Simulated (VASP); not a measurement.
# Ru (P6_3/mmc) in VASP: further runs

Runs on Ru. Level: PBEsol+D3(BJ)+U. Tasks: single point.

Everything below comes from runs of VASP 6.6.1. Logs are shortened: lines on timing, memory, paths and dates and some standing lists are left out, and cuts for length are marked.

### Step 1. The cell of the first run

It takes space group P6_3/mmc (No. 194, hexagonal). Conventional cell: a = 2.666 Å, b = 2.666 Å, c = 4.210 Å, α = 90.00°, β = 90.00°, γ = 120.00°. Within 3.4 Å of Ru (site symmetry -6m2) lie 12 Ru at 2.61 to 2.67 Å.

### Step 2. Single point, PBEsol+D3(BJ)+U

Input file INCAR:

```
SYSTEM = Ru
PREC = Accurate
ENCUT = 520
EDIFF = 1E-6
ISMEAR = -1
SIGMA = 0.05
LREAL = .FALSE.
LASPH = .TRUE.
NELM = 150
ALGO = Normal
ISIF = 2
LWAVE = .FALSE.
LCHARG = .FALSE.
LMAXMIX = 4
LDAU = .TRUE.
LDAUTYPE = 2
LDAUL = 2
LDAUU = 3
LDAUJ = 0
LDAUPRINT = 1
GGA = PS
IVDW = 12
NBANDS = 21
```

Input file KPOINTS:

```
Automatic mesh
0
G
  14 14 8
  0 0 0
```

Input file POSCAR:

```
Ru
1.0
    2.6664192208      0.0000000000      0.0000000000
   -1.3332096104      2.3091867823      0.0000000000
    0.0000000000      0.0000000000      4.2102068609
Ru
2
Direct
    0.3333333333      0.6666666667      0.2500000000
    0.6666666667      0.3333333333      0.7500000000
```

Potentials or basis: VASP PAW PBE potentials, release 64 (Ru_pv).

Command:

```sh
$ cat potpaw_PBE.64/Ru_pv/POTCAR > POTCAR
$ mpirun -np 1 vasp_std > vasp.out
```

OUTCAR:

```text
SYSTEM = Ru
   PREC = Accurate
   ENCUT = 520
   EDIFF = 1E-6
   ISMEAR = -1
   LREAL = .FALSE.
   LASPH = .TRUE.
   NELM = 150
   ISIF = 2
   GGA = PS
   IVDW = 12
 IVDW          = 12

 ion  position               nearest neighbor table
   1  0.333  0.667  0.250-   2 2.61   2 2.61   2 2.61   2 2.61   2 2.61   2 2.61
   2  0.667  0.333  0.750-   1 2.61   1 2.61   1 2.61   1 2.61   1 2.61   1 2.61

  LATTYP: Found a hexagonal cell.
 ALAT       =     2.6664192208
 C/A-ratio  =     1.5789740893

  Lattice vectors:

 A1 = (   2.6664192208,   0.0000000000,   0.0000000000)
 A2 = (  -1.3332096104,   2.3091867823,   0.0000000000)
 A3 = (   0.0000000000,   0.0000000000,   4.2102068609)

Analysis of symmetry for initial positions (statically):
=====================================================================
 Subroutine PRICEL returns:
 Original cell was already a primitive cell.

 Routine SETGRP: Setting up the symmetry group for a
 hexagonal supercell.

 Subroutine GETGRP returns: Found 24 space group operations
 (whereof 12 operations were pure point group operations)
 out of a pool of 24 trial point group operations.

The static configuration has the point symmetry D_3d.
 The point group associated with its full space group is D_6h.

Analysis of symmetry for dynamics (positions and initial velocities):
=====================================================================
 Subroutine PRICEL returns:
 Original cell was already a primitive cell.

 Routine SETGRP: Setting up the symmetry group for a
 hexagonal supercell.

 Subroutine GETGRP returns: Found 24 space group operations
 (whereof 12 operations were pure point group operations)
 out of a pool of 24 trial point group operations.

The dynamic configuration has the point symmetry D_3d.
 The point group associated with its full space group is D_6h.

 Subroutine INISYM returns: Found 24 space group operations
 (whereof 12 operations are pure point group operations),
 and found     1 'primitive' translations

----------------------------------------------------------------------------------------
[... 176 lines left out ...]
 -0.0000 -0.0000  0.5970 -0.0000 -0.0000
 -0.0000  0.0000 -0.0000  0.6159 -0.0000
  0.0000  0.0000 -0.0000 -0.0000  0.6106

spin component  2

  0.6106  0.0000 -0.0000 -0.0000  0.0000
  0.0000  0.6159 -0.0000  0.0000  0.0000
 -0.0000 -0.0000  0.5970 -0.0000 -0.0000
 -0.0000  0.0000 -0.0000  0.6159 -0.0000
  0.0000  0.0000 -0.0000 -0.0000  0.6106

 occupancies and eigenvectors

  o =  0.5970  v =  0.0000 -0.0000  1.0000  0.0000  0.0000  0.0000  0.0000  0.0000  0.0000  0.0000      0.0000  0.0000  0.0000  0.0000  0.0000  0.0000  0.0000  0.0000  0.0000  0.0000
  o =  0.5970  v =  0.0000  0.0000  0.0000  0.0000  0.0000  0.0000 -0.0000  1.0000  0.0000  0.0000      0.0000  0.0000  0.0000  0.0000  0.0000  0.0000  0.0000  0.0000  0.0000  0.0000
  o =  0.6106  v =  0.0000  0.0000  0.0000  0.0000  0.0000  0.0000 -0.0000  0.0000  0.0000 -1.0000      0.0000  0.0000  0.0000  0.0000  0.0000  0.0000  0.0000  0.0000  0.0000  0.0000
  o =  0.6106  v =  0.0000 -0.0000  0.0000  0.0000 -1.0000  0.0000  0.0000  0.0000  0.0000  0.0000      0.0000  0.0000  0.0000  0.0000  0.0000  0.0000  0.0000  0.0000  0.0000  0.0000
  o =  0.6106  v =  1.0000  0.0000  0.0000  0.0000  0.0000  0.0000  0.0000  0.0000  0.0000  0.0000      0.0000  0.0000  0.0000  0.0000  0.0000  0.0000  0.0000  0.0000  0.0000  0.0000
  o =  0.6106  v =  0.0000  0.0000  0.0000  0.0000  0.0000  1.0000  0.0000  0.0000  0.0000  0.0000      0.0000  0.0000  0.0000  0.0000  0.0000  0.0000  0.0000  0.0000  0.0000  0.0000
  o =  0.6159  v =  0.0000  0.0000  0.0000  0.0000  0.0000  0.0000  1.0000  0.0000  0.0000 -0.0000      0.0000  0.0000  0.0000  0.0000  0.0000  0.0000  0.0000  0.0000  0.0000  0.0000
  o =  0.6159  v =  0.0000  1.0000  0.0000  0.0000 -0.0000  0.0000  0.0000  0.0000  0.0000  0.0000      0.0000  0.0000  0.0000  0.0000  0.0000  0.0000  0.0000  0.0000  0.0000  0.0000
  o =  0.6159  v =  0.0000  0.0000  0.0000 -1.0000 -0.0000  0.0000  0.0000  0.0000  0.0000  0.0000      0.0000  0.0000  0.0000  0.0000  0.0000  0.0000  0.0000  0.0000  0.0000  0.0000
  o =  0.6159  v =  0.0000  0.0000  0.0000  0.0000  0.0000  0.0000  0.0000  0.0000 -1.0000 -0.0000      0.0000  0.0000  0.0000  0.0000  0.0000  0.0000  0.0000  0.0000  0.0000  0.0000

 number of electron      27.9999991 magnetization

 Free energy of the ion-electron system (eV)
  ---------------------------------------------------
  ext. energy  EPLUGINS =         0.00000000
  ---------------------------------------------------
  free energy    TOTEN  =       -13.16981407 eV

  energy without entropy =      -13.15476794  energy(sigma->0) =      -13.16229101

 E-fermi :  13.3237     XC(G=0): -14.5570

 val. band max:       13.3037444908   @ k =   0.2857   0.1429   0.1250
 cond. band min:      13.3383428929   @ k =   0.2857   0.1429   0.0000
 fundamental gap:      0.0345984020
 Fermi energy:        13.3237124278

 k-point     1 :       0.0000    0.0000    0.0000
  band No.  band energies     occupation
      1     -30.1562      2.00000
      2     -29.0486      2.00000
      3     -29.0486      2.00000
      4     -28.8482      2.00000
      5     -28.8482      2.00000
      6     -28.8059      2.00000
[... 565 lines left out ...]
     20      23.9582      0.00000
     21      23.9588      0.00000

 [... further k-points ...]

------------------------ aborting loop because EDIFF is reached ----------------------------------------

 Edisp (eV)   -1.24517

 E8    (eV) :    -0.8475

  FORCE on cell =-STRESS in cart. coord.  units (eV):
  Direction    XX          YY          ZZ          XY          YZ          ZX
  --------------------------------------------------------------------------------------
  -------------------------------------------------------------------------------------
  Total      -0.43292    -0.43292    -0.54102     0.00000    -0.00000    -0.00000
  in kB     -26.75668   -26.75668   -33.43737     0.00000    -0.00000    -0.00000
  external pressure =      -28.98 kB  Pullay stress =        0.00 kB

 VOLUME and BASIS-vectors are now :
 -----------------------------------------------------------------------------
  energy-cutoff  :      520.00
  volume of cell :       25.92
      direct lattice vectors                 reciprocal lattice vectors
     2.666419221  0.000000000  0.000000000     0.375034800  0.216526443  0.000000000
    -1.333209610  2.309186782  0.000000000     0.000000000  0.433052886  0.000000000
     0.000000000  0.000000000  4.210206861     0.000000000  0.000000000  0.237518021

 POSITION                                       TOTAL-FORCE (eV/Angst)
 -----------------------------------------------------------------------------------
     -0.00000      1.53946      1.05255         0.000000      0.000000      0.000000
      1.33321      0.76973      3.15766        -0.000000     -0.000000      0.000000
 -----------------------------------------------------------------------------------
    total drift:                               -0.000000      0.000000     -0.000000

  FREE ENERGIE OF THE ION-ELECTRON SYSTEM (eV)
  ---------------------------------------------------
  free  energy   TOTEN  =       -14.4149886333 eV

  energy  without entropy=      -14.3999425001  energy(sigma->0) =      -14.40746557
```

Wall time 26 s (1 thread of Intel Xeon Platinum 8488C (Sapphire Rapids), shared host); peak memory 0.18 GiB.

What came out:

```
Free energy                : -14.4150 eV
Pressure                   : -2.9 GPa
Band gap on the k mesh     : zero (band 14 reaches 15.06 eV, above the bottom of band 15 at 11.65 eV)
Dispersion energy per atom : -0.623 eV
```

Stress tensor (GPa, compression positive):
```
-2.68  0.00  0.00
 0.00 -2.68  0.00
 0.00  0.00 -3.34
```

Eigenvalues of the final occupation matrices:
```tsv
site	spin	trace	eigenvalues
site 1 d	1	3.05	0.60 0.61 0.61 0.62 0.62
site 1 d	2	3.05	0.60 0.61 0.61 0.62 0.62
site 2 d	1	3.05	0.60 0.61 0.61 0.62 0.62
site 2 d	2	3.05	0.60 0.61 0.61 0.62 0.62
```

Caveat: the PAW data sets were made with another functional, which shifts forces and pressure a little; U without spin polarisation on a metal has little footing; pairwise dispersion overbinds metals, which lowers pressure and volume; the U is typed as a test and isn't derived for this compound.

### Step 3. Single point, PBEsol+D3(BJ)+U

INCAR, as its differences from that of step 2:

```diff
@@ -2,3 +2,3 @@
 PREC = Accurate
-ENCUT = 520
+ENCUT = 600
 EDIFF = 1E-6
@@ -8,3 +8,3 @@
 LASPH = .TRUE.
-NELM = 150
+NELM = 200
 ALGO = Normal
@@ -22,2 +22,3 @@
 IVDW = 12
-NBANDS = 21
+NBANDS = 23
+GGA_COMPAT = .FALSE.
```

KPOINTS is that of step 2.

POSCAR is that of step 2.

Potentials or basis: VASP PAW PBE potentials, release 64 (Ru_sv).

Command:

```sh
$ cat potpaw_PBE.64/Ru_sv/POTCAR > POTCAR
$ mpirun -np 1 vasp_std > vasp.out
```

OUTCAR:

```text
SYSTEM = Ru
   PREC = Accurate
   ENCUT = 600
   EDIFF = 1E-6
   ISMEAR = -1
   LREAL = .FALSE.
   LASPH = .TRUE.
   NELM = 200
   ISIF = 2
   GGA = PS
   IVDW = 12
 IVDW          = 12

 ion  position               nearest neighbor table
   1  0.333  0.667  0.250-   2 2.61   2 2.61   2 2.61   2 2.61   2 2.61   2 2.61
   2  0.667  0.333  0.750-   1 2.61   1 2.61   1 2.61   1 2.61   1 2.61   1 2.61

  LATTYP: Found a hexagonal cell.
 ALAT       =     2.6664192208
 C/A-ratio  =     1.5789740893

  Lattice vectors:

 A1 = (   2.6664192208,   0.0000000000,   0.0000000000)
[... 883 lines left out ...]

 Edisp (eV)   -1.24517

 E8    (eV) :    -0.8475

  FORCE on cell =-STRESS in cart. coord.  units (eV):
  Direction    XX          YY          ZZ          XY          YZ          ZX
  --------------------------------------------------------------------------------------
  -------------------------------------------------------------------------------------
  Total       0.16849     0.16849     0.10923    -0.00000     0.00000     0.00000
  in kB      10.41346    10.41346     6.75105    -0.00000     0.00000     0.00000
  external pressure =        9.19 kB  Pullay stress =        0.00 kB

 VOLUME and BASIS-vectors are now :
 -----------------------------------------------------------------------------
  energy-cutoff  :      600.00
  volume of cell :       25.92
      direct lattice vectors                 reciprocal lattice vectors
     2.666419221  0.000000000  0.000000000     0.375034800  0.216526443  0.000000000
    -1.333209610  2.309186782  0.000000000     0.000000000  0.433052886  0.000000000
     0.000000000  0.000000000  4.210206861     0.000000000  0.000000000  0.237518021

 POSITION                                       TOTAL-FORCE (eV/Angst)
 -----------------------------------------------------------------------------------
     -0.00000      1.53946      1.05255        -0.000000      0.000000      0.000000
      1.33321      0.76973      3.15766         0.000000     -0.000000      0.000000
 -----------------------------------------------------------------------------------
    total drift:                               -0.000000      0.000000     -0.000000

  FREE ENERGIE OF THE ION-ELECTRON SYSTEM (eV)
  ---------------------------------------------------
  free  energy   TOTEN  =       -14.2069921625 eV

  energy  without entropy=      -14.1917080809  energy(sigma->0) =      -14.19935012
```

Run time: 69 s. Hardware: 1 thread of AMD EPYC 7R13 (Zen 3), shared host; peak memory 0.18 GiB.

Results:

```yaml
Free_energy: -14.2070 eV
Pressure: 0.9 GPa
Band_gap_on_the_k_mesh: zero (band 16 reaches 17.68 eV, above the bottom of band 17 at 14.27 eV)
Dispersion_energy_per_atom: -0.623 eV
```

Stress tensor (GPa, compression positive):
```
1.04 0.00 0.00
0.00 1.04 0.00
0.00 0.00 0.68
```

Eigenvalues of the final occupation matrices:
| site | spin | trace | eigenvalues |
| --- | --- | --- | --- |
| site 1 d | 1 | 2.69 | 0.52 0.54 0.54 0.55 0.55 |
| site 1 d | 2 | 2.69 | 0.52 0.54 0.54 0.55 0.55 |
| site 2 d | 1 | 2.69 | 0.52 0.54 0.54 0.55 0.55 |
| site 2 d | 2 | 2.69 | 0.52 0.54 0.54 0.55 0.55 |

Caveat: the PAW data sets were made with another functional, which shifts forces and pressure a little; U without spin polarisation on a metal has little footing; pairwise dispersion overbinds metals, which lowers pressure and volume; the U is typed as a test and isn't derived for this compound.
